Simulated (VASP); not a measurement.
Here is a VASP 6.6.1 calculation.

Contents of INCAR:

```
PREC = Accurate ; ENCUT = 520
EDIFF = 1E-7 ; ISMEAR = -1
SIGMA = 0.05 ; LREAL = F
LASPH = T ; NELM = 100
ALGO = Normal ; ISIF = 2
LWAVE = F ; LCHARG = F
GGA = PS ; NBANDS = 28
```

KPOINTS

```
Automatic mesh
0
Gamma
  6 6 2
```

The input POSCAR:

```
Ti3Al
1.0
    2.9275422229      0.0000000000      0.0000000000
   -1.4637711114      2.5353259357      0.0000000000
    0.0000000000      0.0000000000      9.2263620000
Ti Al
3 1
Direct
    0.3333333333      0.6666666667      0.2494060000
    0.3333333333      0.6666666667      0.7505940000
    0.6666666667      0.3333333333      0.0000000000
    0.6666666667      0.3333333333      0.5000000000
```

Potentials or basis: VASP PAW PBE potentials, release 64 (Ti_sv, Al).

The run is started by

```console
$ cat potpaw_PBE.64/Ti_sv/POTCAR potpaw_PBE.64/Al/POTCAR > POTCAR
$ mpirun -np 1 vasp_std > vasp.out
```

(1) Estimate the pressure.

(2) Estimate the largest force.

Results:

(1) -3.5 GPa.

(2) 0.024 eV/Å.

Caveat: the k points lie up to 0.41 Å⁻¹ apart; the PAW data sets were made with another functional, which shifts forces and pressure a little.
